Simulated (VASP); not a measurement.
# As in VASP: relaxation of the atoms with PBE+D3(BJ)

Aim: the relaxation of the atoms of As with PBE+D3(BJ).

Everything below comes from runs of VASP 6.6.1. Logs are shortened: lines on timing, memory, paths and dates and some standing lists are left out, and cuts for length are marked.

**1. The cell of the first run**

The cell holds a slab with vacuum, 4 atoms: a = 3.572 Å, b = 3.572 Å, c = 20.295 Å, α = 90.00°, β = 90.00°, γ = 120.00°.

**2. Relaxation of the atoms, PBE+D3(BJ) (layers slid over each other)**

File INCAR:

```
PREC = Accurate
ENCUT = 520
EDIFF = 1E-7
ISMEAR = 0
SIGMA = 0.05
LREAL = F
LASPH = T
NELM = 60
ALGO = Normal
ISIF = 2
LWAVE = F
LCHARG = F
LDIPOL = T
IDIPOL = 3
DIPOL = 0.5 0.5 0.374
GGA = PE
IVDW = 12
IBRION = 2
NSW = 40
EDIFFG = -0.003
```

File KPOINTS:

```
regular mesh
0
Gamma
  9 9 1
```

File POSCAR:

```
As
1.0
    3.5716242980      0.0000000000      0.0000000000
   -1.7858121490      3.0931173748      0.0000000000
    0.0000000000      0.0000000000     20.2951239168
As
4
Selective dynamics
Direct
    0.3333333333      0.6666666667      0.2217281362  F F F
    0.6666666667      0.3333333333      0.2905581628  F F T
    1.0000000000      0.5000000000      0.4568728364  F F T
    1.3333333333      0.1666666667      0.5256960366  F F T
```

Potentials or basis: VASP PAW PBE potentials, release 64 (As).

The run is started by

```
$ cat potpaw_PBE.64/As/POTCAR > POTCAR
$ mpirun -np 1 vasp_std > vasp.out
```

OUTCAR:

```text
PREC = Accurate
   ENCUT = 520
   EDIFF = 1E-7
   ISMEAR = 0
   LREAL = F
   LASPH = T
   NELM = 60
   ISIF = 2
   GGA = PE
   IVDW = 12
   IBRION = 2
   NSW = 40
   EDIFFG = -0.003
 IVDW          = 12

 ion  position               nearest neighbor table
   1  0.333  0.667  0.222-   2 2.49   2 2.49   2 2.49
   2  0.667  0.333  0.291-   1 2.49   1 2.49   1 2.49
   3  0.000  0.500  0.457-   4 2.49   4 2.49   4 2.49
   4  0.333  0.167  0.526-   3 2.49   3 2.49   3 2.49

  LATTYP: Found a hexagonal cell.
 ALAT       =     3.5716242980
 C/A-ratio  =     5.6823232858

  Lattice vectors:

 A1 = (   3.5716242980,   0.0000000000,   0.0000000000)
 A2 = (  -1.7858121490,   3.0931173748,   0.0000000000)
 A3 = (   0.0000000000,   0.0000000000,  20.2951239168)

Analysis of symmetry for initial positions (statically):
=====================================================================
 Subroutine PRICEL returns:
 Original cell was already a primitive cell.

 Routine SETGRP: Setting up the symmetry group for a
 hexagonal supercell.

 Subroutine GETGRP returns: Found  4 space group operations
 (whereof  2 operations were pure point group operations)
 out of a pool of 24 trial point group operations.

The static configuration has the point symmetry C_1h.
 The point group associated with its full space group is C_2h.

Analysis of symmetry for dynamics (positions and initial velocities):
=====================================================================
 Subroutine PRICEL returns:
 Original cell was already a primitive cell.

 Routine SETGRP: Setting up the symmetry group for a
 hexagonal supercell.

 Subroutine GETGRP returns: Found  4 space group operations
 (whereof  2 operations were pure point group operations)
 out of a pool of 24 trial point group operations.

The dynamic configuration has the point symmetry C_1h.
 The point group associated with its full space group is C_2h.

Analysis of constrained symmetry for selective dynamics:
=====================================================================
 Subroutine PRICEL returns:
 Original cell was already a primitive cell.

 Routine SETGRP: Setting up the symmetry group for a
 hexagonal supercell.

 Subroutine GETGRP returns: Found  2 space group operations
 (whereof  2 operations were pure point group operations)
 out of a pool of 24 trial point group operations.

The constrained configuration has the point symmetry C_1h.

 Subroutine INISYM returns: Found  2 space group operations
 (whereof  2 operations are pure point group operations),
 and found     1 'primitive' translations

----------------------------------------------------------------------------------------

                                     Primitive cell
[... 142 lines left out ...]

  energy without entropy =      -18.59805456  energy(sigma->0) =      -18.59805456

------------------------ aborting loop because EDIFF is reached ----------------------------------------

 Edisp (eV)   -1.07572

 E8    (eV) :    -0.4693
[... 111 lines left out ...]
  FREE ENERGIE OF THE ION-ELECTRON SYSTEM (eV)
  ---------------------------------------------------
  free  energy   TOTEN  =       -19.6742614403 eV

  energy  without entropy=      -19.6742614403  energy(sigma->0) =      -19.67426144

[... ionic steps 4 to 16 ...]

--------------------------------------- Ionic step       17  -------------------------------------------

 number of electron      20.0000000 magnetization

------------------------ aborting loop because EDIFF is reached ----------------------------------------
[... 31 lines left out ...]
  FREE ENERGIE OF THE ION-ELECTRON SYSTEM (eV)
  ---------------------------------------------------
  free  energy   TOTEN  =       -19.6756054795 eV

  energy  without entropy=      -19.6756054795  energy(sigma->0) =      -19.67560548

 dipolmoment           0.000000      0.000000     -0.000013 electrons x Angstroem

--------------------------------------- Ionic step       18  -------------------------------------------

 number of electron      20.0000000 magnetization

------------------------ aborting loop because EDIFF is reached ----------------------------------------
[... 37 lines left out ...]
--------------------------------------- Ionic step       19  -------------------------------------------

 number of electron      20.0000000 magnetization

 dipolmoment           0.000000      0.000000      0.000050 electrons x Angstroem

 Free energy of the ion-electron system (eV)
  ---------------------------------------------------
  ext. energy  EPLUGINS =         0.00000000
  ---------------------------------------------------
  free energy    TOTEN  =       -18.61214765 eV

  energy without entropy =      -18.61214765  energy(sigma->0) =      -18.61214765

 E-fermi :  -1.1024     XC(G=0):  -4.6828

 val. band max:       -1.3707823414   @ k =   0.1111   0.1111   0.0000
 cond. band min:      -0.2923917977   @ k =   0.0000   0.3333   0.0000
 fundamental gap:      1.0783905437
 Fermi energy:        -1.1023879642

 k-point     1 :       0.0000    0.0000    0.0000
  band No.  band energies     occupation
      1     -15.2178      2.00000
      2     -15.1428      2.00000
      3      -9.1174      2.00000
      4      -8.5875      2.00000
      5      -2.8850      2.00000
      6      -1.5394      2.00000
      7      -1.5062      2.00000
      8      -1.5012      2.00000
      9      -1.4888      2.00000
     10      -1.4465      2.00000
     11       0.4017      0.00000
     12       0.9419      0.00000
     13       1.9303      0.00000
     14       1.9709      0.00000
[... 377 lines left out ...]
      1     -12.4343      2.00000
      2     -12.3575      2.00000
      3     -10.7883      2.00000
      4     -10.7099      2.00000
      5      -5.6560      2.00000
      6      -5.5857      2.00000
      7      -4.5393      2.00000
      8      -4.0192      2.00000
      9      -3.2720      2.00000
     10      -2.8387      2.00000
     11       0.4943      0.00000
     12       0.9704      0.00000
     13       1.8277      0.00000
     14       2.6779      0.00000

 [... further k-points ...]

------------------------ aborting loop because EDIFF is reached ----------------------------------------

 vacuum level on the upper side and lower side of the slab       (xc-potential included)        -0.086        -0.075

 Edisp (eV)   -1.06346

 E8    (eV) :    -0.4637

  FORCE on cell =-STRESS in cart. coord.  units (eV):
  Direction    XX          YY          ZZ          XY          YZ          ZX
  --------------------------------------------------------------------------------------
  -------------------------------------------------------------------------------------
  Total       0.11217     0.16364    -0.01533    -0.04457     0.16785     0.29073
  in kB       0.80155     1.16932    -0.10953    -0.31850     1.19946     2.07753
  external pressure =        0.62 kB  Pullay stress =        0.00 kB
[... 19 lines left out ...]
  FREE ENERGIE OF THE ION-ELECTRON SYSTEM (eV)
  ---------------------------------------------------
  free  energy   TOTEN  =       -19.6756111587 eV

  energy  without entropy=      -19.6756111587  energy(sigma->0) =      -19.67561116

 reached required accuracy - stopping structural energy minimisation

 vacuum level on the upper side and lower side of the slab         3.690         3.708
```

CONTCAR:

```text
As
   1.00000000000000
     3.5716242980000001    0.0000000000000000    0.0000000000000000
    -1.7858121490000001    3.0931173747999998    0.0000000000000000
     0.0000000000000000    0.0000000000000000   20.2951239168000015
  As
     4
Selective dynamics
Direct
     0.3333333332999970    0.6666666667000030    0.2217281361999994   F   F   F
     0.6666666667000030    0.3333333332999970    0.2909250443262099   F   F   T
     0.0000000000000000    0.5000000000000000    0.4611582772338036   F   F   T
     0.3333333332999970    0.1666666667000030    0.5303555461376946   F   F   T

  0.00000000E+00  0.00000000E+00  0.00000000E+00
  0.00000000E+00  0.00000000E+00  0.00000000E+00
  0.00000000E+00  0.00000000E+00  0.00000000E+00
  0.00000000E+00  0.00000000E+00  0.00000000E+00
```

It took 25 min on 1 thread of Intel Xeon 8259CL, shared host; peak memory 0.39 GiB.

What came out:

| Property | Result |
| --- | --- |
| Free energy | -19.6756 eV |
| Energy gained by relaxing | 0.5 meV/atom |
| Ionic steps | 19 |
| Band gap on the k mesh | 1.08 eV (least direct gap 1.63 eV) |
| Dispersion energy per atom | -0.266 eV |

The path:
```csv
step,energy change (eV),largest force on free atoms (eV/Å),pressure (GPa)
1,0.0000,0.1044,0.22
2,-0.0005,0.0386,0.13
3,-0.0005,0.0302,0.14
4,-0.0005,0.0200,0.13
5,-0.0006,0.0215,0.12
6,-0.0006,0.0182,0.13
7,-0.0006,0.0173,0.12
8,-0.0007,0.0145,0.12
9,-0.0009,0.0168,0.11
10,-0.0012,0.0230,0.09
11,-0.0016,0.0360,0.06
12,-0.0016,0.0679,0.00
13,-0.0017,0.0492,0.03
14,-0.0018,0.0365,0.04
15,-0.0018,0.0197,0.04
16,-0.0018,0.0138,0.06
17,-0.0018,0.0114,0.06
18,-0.0018,0.0087,0.06
19,-0.0018,0.0004,0.06
```

Final structure:
```
CELL_PARAMETERS angstrom
3.57162 0.00000 0.00000
-1.78581 3.09312 0.00000
0.00000 0.00000 20.29512
ATOMIC_POSITIONS crystal
As 0.33333 0.66667 0.22173
As 0.66667 0.33333 0.29093
As 0.00000 0.50000 0.46116
As 0.33333 0.16667 0.53036
```

Caveat: the cell differs from its parent crystal (layers slid over each other).
